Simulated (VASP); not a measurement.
# C: single point with PBE

The system is C.

```
C
1.0
    -1.62000    1.62000    4.06789
     1.62000   -1.62000    4.06789
     1.62000    1.62000   -4.06789
C
4
Cartesian
  0.8100 -0.8100 4.0679
  0.8100 2.4300 0.0000
  0.8100 0.8100 4.0679
  0.8100 0.8100 0.0000
```

The cell was built from a structure type or drawn by symmetry, and may not be a known phase.

| Item | Value |
| --- | --- |
| Program | VASP 6.6.1 |
| Task | single point |
| Functional | PBE |
| Potentials or basis | VASP PAW PBE potentials, release 64 (C) |
| Cutoff | 520 eV |
| k mesh | 8 × 8 × 8 |
| Occupations | gaussian, width 0.1 eV |
| Spin | no spin polarisation |

| Item | Value |
| --- | --- |
| Pressure | 0.5 GPa |
| Band gap on the k mesh | zero (bands 8 and 9 overlap by 1.64 eV) |

Stress tensor (GPa, compression positive):
```
0.58 0.00 0.00
0.00 0.58 0.00
0.00 0.00 0.31
```

Levels at points of the mesh, in eV from the Fermi level:
```tsv
k point	band 6	band 7	band 8	band 9	band 10	band 11
(0.00, 0.00, 0.00)	-6.44	-2.82	-2.82	1.74	1.74	3.72
(0.50, 0.00, 0.00)	-5.00	-3.91	-3.91	4.41	4.41	4.56
(0.50, 0.50, 0.00)	-1.13	-0.59	-0.59	3.49	3.49	3.50
(0.50, 0.50, 0.50)	-6.50	-2.81	-2.81	2.01	2.01	7.80
```

Wall time 22 s on 1 thread of Intel(R) Xeon(R) 6975P-C (Granite Rapids) (shared host), peak memory 0.19 GiB.
